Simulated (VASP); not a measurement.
# NbGaSn2O6 (Fm-3m) in VASP: single point with PBE

Aim: the single point of NbGaSn2O6 with PBE.

All numbers are computed with VASP 6.6.1; they aren't measurements. Logs are shortened: lines on timing, memory, paths and dates and some standing lists are left out, and cuts for length are marked.

### Step 1. The cell of the first run

Symmetry: Fm-3m, No. 225, cubic system. The conventional cell has a = 8.008 Å, b = 8.008 Å, c = 8.008 Å, α = 90.00°, β = 90.00°, γ = 90.00°. Nb (site symmetry m-3m) has 6 O at 2.01 Å within 2.7 Å. Within 2.6 Å of Ga (site symmetry m-3m) lie 6 O at 1.99 Å. Within 3.7 Å of Sn (site symmetry -43m) lie 12 O at 2.83 Å and 4 Nb at 3.47 Å and 4 Ga at 3.47 Å. O (site symmetry 4mm) has 1 Ga at 1.99 Å and 1 Nb at 2.01 Å within 2.6 Å.

### Step 2. Single point, PBE

Input file INCAR:

```
SYSTEM = NbGaSn2O6
PREC = Accurate ; ENCUT = 520
EDIFF = 1E-6 ; ISMEAR = 0
SIGMA = 0.01 ; LREAL = .FALSE.
LASPH = .TRUE. ; NELM = 80
ALGO = Normal ; ISIF = 2
LWAVE = .FALSE. ; LCHARG = .FALSE.
GGA = PE ; NBANDS = 56
```

Input file KPOINTS:

```
Automatic mesh
0
G
  4 4 4
  0 0 0
```

Input file POSCAR:

```
NbGaSn2O6
1.0
    0.0000000000      4.0039313600      4.0039313600
    4.0039313600      0.0000000000      4.0039313600
    4.0039313600      4.0039313600      0.0000000000
Nb Ga Sn O
1 1 2 6
Direct
    0.5000000000      0.5000000000      0.5000000000
    0.0000000000      0.0000000000      0.0000000000
    0.2500000000      0.2500000000      0.2500000000
    0.7500000000      0.7500000000      0.7500000000
    0.7510689806      0.2489310194      0.2489310194
    0.2489310194      0.7510689806      0.7510689806
    0.2489310194      0.7510689806      0.2489310194
    0.7510689806      0.2489310194      0.7510689806
    0.2489310194      0.2489310194      0.7510689806
    0.7510689806      0.7510689806      0.2489310194
```

Potentials or basis: VASP PAW PBE potentials, release 64 (Nb_sv, Ga_d, Sn_d, O).

Launch:

```bash
cat potpaw_PBE.64/Nb_sv/POTCAR potpaw_PBE.64/Ga_d/POTCAR potpaw_PBE.64/Sn_d/POTCAR potpaw_PBE.64/O/POTCAR > POTCAR
mpirun -np 1 vasp_std > vasp.out
```

OUTCAR:

```text
SYSTEM = NbGaSn2O6
   PREC = Accurate
   ENCUT = 520
   EDIFF = 1E-6
   ISMEAR = 0
   LREAL = .FALSE.
   LASPH = .TRUE.
   NELM = 80
   ISIF = 2
   GGA = PE

 ion  position               nearest neighbor table
   1  0.500  0.500  0.500-   5 2.01   6 2.01   7 2.01   8 2.01   9 2.01  10 2.01
   2  0.000  0.000  0.000-   5 1.99   6 1.99   7 1.99   8 1.99   9 1.99  10 1.99
   3  0.250  0.250  0.250-   5 2.83   8 2.83  10 2.83   6 2.83   7 2.83  10 2.83   6 2.83   8 2.83
                             9 2.83   5 2.83   7 2.83   9 2.83
   4  0.750  0.750  0.750-   6 2.83   8 2.83  10 2.83   5 2.83   7 2.83  10 2.83   5 2.83   8 2.83
                             9 2.83   6 2.83   7 2.83   9 2.83
   5  0.751  0.249  0.249-   2 1.99   1 2.01   4 2.83   4 2.83   3 2.83   3 2.83
   6  0.249  0.751  0.751-   2 1.99   1 2.01   4 2.83   4 2.83   3 2.83   3 2.83
   7  0.249  0.751  0.249-   2 1.99   1 2.01   4 2.83   4 2.83   3 2.83   3 2.83
   8  0.751  0.249  0.751-   2 1.99   1 2.01   4 2.83   4 2.83   3 2.83   3 2.83
   9  0.249  0.249  0.751-   2 1.99   1 2.01   4 2.83   4 2.83   3 2.83   3 2.83
  10  0.751  0.751  0.249-   2 1.99   1 2.01   4 2.83   4 2.83   3 2.83   3 2.83

  LATTYP: Found a face centered cubic cell.
 ALAT       =     8.0078627200

  Lattice vectors:

 A1 = (   0.0000000000,   4.0039313600,   4.0039313600)
 A2 = (   4.0039313600,   0.0000000000,   4.0039313600)
 A3 = (   4.0039313600,   4.0039313600,   0.0000000000)

Analysis of symmetry for initial positions (statically):
=====================================================================
 Subroutine PRICEL returns:
 Original cell was already a primitive cell.

 Routine SETGRP: Setting up the symmetry group for a
 face centered cubic supercell.

 Subroutine GETGRP returns: Found 48 space group operations
 (whereof 48 operations were pure point group operations)
 out of a pool of 48 trial point group operations.

The static configuration has the point symmetry O_h .

Analysis of symmetry for dynamics (positions and initial velocities):
=====================================================================
 Subroutine PRICEL returns:
 Original cell was already a primitive cell.

 Routine SETGRP: Setting up the symmetry group for a
 face centered cubic supercell.

 Subroutine GETGRP returns: Found 48 space group operations
 (whereof 48 operations were pure point group operations)
 out of a pool of 48 trial point group operations.

The dynamic configuration has the point symmetry O_h .

 Subroutine INISYM returns: Found 48 space group operations
 (whereof 48 operations are pure point group operations),
 and found     1 'primitive' translations

----------------------------------------------------------------------------------------

                                     Primitive cell

  volume of cell :     128.3778

  direct lattice vectors                    reciprocal lattice vectors
     0.000000000  4.003931360  4.003931360    -0.124877266  0.124877266  0.124877266
     4.003931360  0.000000000  4.003931360     0.124877266 -0.124877266  0.124877266
     4.003931360  4.003931360  0.000000000     0.124877266  0.124877266 -0.124877266

  length of vectors
     5.662414032  5.662414032  5.662414032     0.216293769  0.216293769  0.216293769

  position of ions in fractional coordinates (direct lattice)
     0.500000000  0.500000000  0.500000000
     0.000000000  0.000000000  0.000000000
     0.250000000  0.250000000  0.250000000
     0.750000000  0.750000000  0.750000000
     0.751068981  0.248931019  0.248931019
     0.248931019  0.751068981  0.751068981
     0.248931019  0.751068981  0.248931019
     0.751068981  0.248931019  0.751068981
     0.248931019  0.248931019  0.751068981
     0.751068981  0.751068981  0.248931019

  ion indices of the primitive-cell ions
   primitive index   ion index
                 1           1
                 2           2
                 3           3
                 4           4
                 5           5
                 6           6
                 7           7
                 8           8
                 9           9
                10          10

----------------------------------------------------------------------------------------

 KPOINTS: Automatic mesh

Automatic generation of k-mesh.
 Grid dimensions read from file:
 generate k-points for:    4    4    4

 Generating k-lattice:

  Cartesian coordinates                     Fractional coordinates (reciprocal lattice)
    -0.031219316  0.031219316  0.031219316     0.250000000  0.000000000  0.000000000
     0.031219316 -0.031219316  0.031219316     0.000000000  0.250000000  0.000000000
     0.031219316  0.031219316 -0.031219316     0.000000000  0.000000000  0.250000000

  Length of vectors
     0.054073442  0.054073442  0.054073442

  Shift w.r.t. Gamma in fractional coordinates (k-lattice)
     0.000000000  0.000000000  0.000000000

 Subroutine IBZKPT returns following result:
 ===========================================

 Found      8 irreducible k-points:

 Following reciprocal coordinates:
            Coordinates               Weight
  0.000000  0.000000  0.000000      1.000000
  0.250000  0.000000  0.000000      8.000000
  0.500000  0.000000  0.000000      4.000000
  0.250000  0.250000  0.000000      6.000000
  0.500000  0.250000  0.000000     24.000000
 -0.250000  0.250000  0.000000     12.000000
  0.500000  0.500000  0.000000      3.000000
 -0.250000  0.500000  0.250000      6.000000
   k-points           NKPTS =      8   k-points in BZ     NKDIM =      8   number of bands    NBANDS=     56
   number of dos      NEDOS =    301   number of ions     NIONS =     10
   total plane-waves  NPLWV =  74088
   dimension x,y,z NGX =    42 NGY =   42 NGZ =   42
   dimension x,y,z NGXF=    84 NGYF=   84 NGZF=   84
   ions per type =               1   1   2   6
   NGX,Y,Z   is equivalent  to a cutoff of  12.33, 12.33, 12.33 a.u.
   NGXF,Y,Z  is equivalent  to a cutoff of  24.66, 24.66, 24.66 a.u.
 SYSTEM =  NbGaSn2O6
   PREC   = accura    normal or accurate (medium, high low for compatibility)
   ISTART =      0    job   : 0-new  1-cont  2-samecut
   ICHARG =      2    charge: 1-file 2-atom 10-const
   ISPIN  =      1    spin polarized calculation?
   LNONCOLLINEAR =      F non collinear calculations
   LSORBIT =      F    spin-orbit coupling
   LASPH  =      T    aspherical Exc in radial PAW
   ENCUT  =  520.0 eV  38.22 Ry    6.18 a.u.  10.53 10.53 10.53*2*pi/ulx,y,z
   NELM   =     80;   NELMIN=  2; NELMDL= -5     # of ELM steps
   EDIFF  = 0.1E-05   stopping-criterion for ELM
   LREAL  =      F    real-space projection
   EDIFFG = 0.1E-04   stopping-criterion for IOM
   NSW    =      0    number of steps for IOM
   IBRION =     -1    ionic relax: 0-MD 1-quasi-New 2-CG
   NFREE  =      0    steps in history (QN), initial steepest desc. (CG)
   ISIF   =      2    stress and relaxation
   ISYM   =      2    0-nonsym 1-usesym 2-fastsym
   POTIM  = 0.5000    time-step for ionic-motion
   TEBEG  =    0.0;   TEEND  =   0.0 temperature during run
   PSTRESS=    0.0 pullay stress
   NELECT =      90.0000    total number of electrons
   NUPDOWN=      -1.0000    fix difference up-down
   EMIN   =  10.00;   EMAX   =-10.00  energy-range for DOS
   EFERMI =   0.00;   METHOD = LEGACY
   ISMEAR =     0;   SIGMA  =   0.01  broadening in eV -4-tet -1-fermi 0-gaus
   EFERMI_NEDOS =   21; number of points for ismear=-14 and -15
   IALGO  =     38    algorithm
   IMIX   =      4    mixing-type and parameters
     AMIX     =   0.40;   BMIX     =  1.00
     AMIX_MAG =   1.60;   BMIX_MAG =  1.00
  volume/ion in A,a.u.               =      12.84        86.63
  Fermi-wavevector in a.u.,A,eV,Ry     =   1.454317  2.748260 28.776833  2.115038
  Thomas-Fermi vector in A             =   2.571482
   LORBIT       =      0    0 simple, 1 ext, 2 COOP (PROOUT), +10 PAW based schemes
   GGA     = PE    functional components
   LHFCALC =     F    Hartree Fock is set to
   AEXX    =    0.0000 exact exchange contribution
   IVDW    =     0    specifies the selected vdW correction
   LEPSILON=     F    determine dielectric tensor
   LRPA    =     F    only Hartree local field effects (RPA)
 non-spin polarized calculation
 Gauss-broadening in eV      SIGMA  =   0.01
  energy-cutoff  :      520.00
  volume of cell :      128.38
 maximum number of plane-waves:      3479
   NGX = 21   NGY = 21   NGZ = 21

 number of electron      89.9999993 magnetization

 Free energy of the ion-electron system (eV)
  ---------------------------------------------------
  ext. energy  EPLUGINS =         0.00000000
  ---------------------------------------------------
  free energy    TOTEN  =       -67.97464230 eV

  energy without entropy =      -67.97464230  energy(sigma->0) =      -67.97464230

 E-fermi :   6.5784     XC(G=0): -11.3395

 val. band max:        6.3694212882   @ k =   0.5000   0.5000   0.0000
 cond. band min:       8.3339849001   @ k =   0.5000   0.5000   0.0000
 fundamental gap:      1.9645636120
 Fermi energy:         6.5784452527

 k-point     1 :       0.0000    0.0000    0.0000
  band No.  band energies     occupation
      1     -49.2377      2.00000
      2     -25.3612      2.00000
      3     -25.3612      2.00000
      4     -25.3612      2.00000
      5     -14.5215      2.00000
      6     -14.5215      2.00000
[... 48 lines left out ...]
     55      12.5315      0.00000
     56      13.9555      0.00000

 k-point     2 :       0.2500    0.0000    0.0000
  band No.  band energies     occupation
      1     -49.2377      2.00000
      2     -25.3619      2.00000
      3     -25.3611      2.00000
      4     -25.3611      2.00000
      5     -14.5142      2.00000
      6     -14.5134      2.00000
[... 48 lines left out ...]
     55      12.6233      0.00000
     56      13.3985      0.00000
[... 293 lines left out ...]
     55      11.5794      0.00000
     56      14.0229      0.00000

 k-point     8 :      -0.2500    0.5000    0.2500
  band No.  band energies     occupation
      1     -49.2377      2.00000
      2     -25.3618      2.00000
      3     -25.3618      2.00000
      4     -25.3616      2.00000
      5     -14.5120      2.00000
      6     -14.5099      2.00000
[... 48 lines left out ...]
     55      10.9837      0.00000
     56      13.2586      0.00000

------------------------ aborting loop because EDIFF is reached ----------------------------------------

  FORCE on cell =-STRESS in cart. coord.  units (eV):
  Direction    XX          YY          ZZ          XY          YZ          ZX
  --------------------------------------------------------------------------------------
  -------------------------------------------------------------------------------------
  Total       -1.9846537     -1.9846537     -1.9846537      0.0000000      0.0000000      0.0000000
  in kB      -24.7688275    -24.7688275    -24.7688275      0.0000000      0.0000000      0.0000000
  external PRESSURE =     -24.7688275 kB  Pullay stress =       0.0000000 kB

 VOLUME and BASIS-vectors are now :
 -----------------------------------------------------------------------------
  energy-cutoff  :      520.00
  volume of cell :      128.38
      direct lattice vectors                 reciprocal lattice vectors
     0.000000000  4.003931360  4.003931360    -0.124877266  0.124877266  0.124877266
     4.003931360  0.000000000  4.003931360     0.124877266 -0.124877266  0.124877266
     4.003931360  4.003931360  0.000000000     0.124877266  0.124877266 -0.124877266

 POSITION                                       TOTAL-FORCE (eV/Angst)
 -----------------------------------------------------------------------------------
      4.00393      4.00393      4.00393         0.000000     -0.000000      0.000000
      0.00000      0.00000      0.00000        -0.000000     -0.000000      0.000000
      2.00197      2.00197      2.00197        -0.000000      0.000000      0.000000
      6.00590      6.00590      6.00590        -0.000000      0.000000      0.000000
      1.99341      4.00393      4.00393         0.501636      0.000000      0.000000
      6.01446      4.00393      4.00393        -0.501636      0.000000      0.000000
      4.00393      1.99341      4.00393         0.000000      0.501636      0.000000
      4.00393      6.01446      4.00393         0.000000     -0.501636      0.000000
      4.00393      4.00393      1.99341         0.000000      0.000000      0.501636
      4.00393      4.00393      6.01446         0.000000      0.000000     -0.501636
 -----------------------------------------------------------------------------------
    total drift:                               -0.000000     -0.000000      0.000000

  FREE ENERGIE OF THE ION-ELECTRON SYSTEM (eV)
  ---------------------------------------------------
  free  energy   TOTEN  =       -67.9746423014 eV

  energy  without entropy=      -67.9746423014  energy(sigma->0) =      -67.97464230
```

Wall time 2.1 min (1 thread of Intel Xeon 8259CL, shared host); peak memory 0.28 GiB.

What came out:

```yaml
Free_energy: -67.9746 eV
Pressure: -2.5 GPa
Largest_force: 0.502 eV/Å
Band_gap_on_the_k_mesh: 1.96 eV
```

Forces on the atoms (eV/Å):
```
Nb   0.000  0.000  0.000
Ga   0.000  0.000  0.000
Sn   0.000  0.000  0.000
Sn   0.000  0.000  0.000
O    0.502  0.000  0.000
O   -0.502  0.000  0.000
O    0.000  0.502  0.000
O    0.000 -0.502  0.000
O    0.000  0.000  0.502
O    0.000  0.000 -0.502
```

Caveat: spin-orbit coupling is left out, which moves the levels of the heavy elements. A k mesh can miss the band edges.
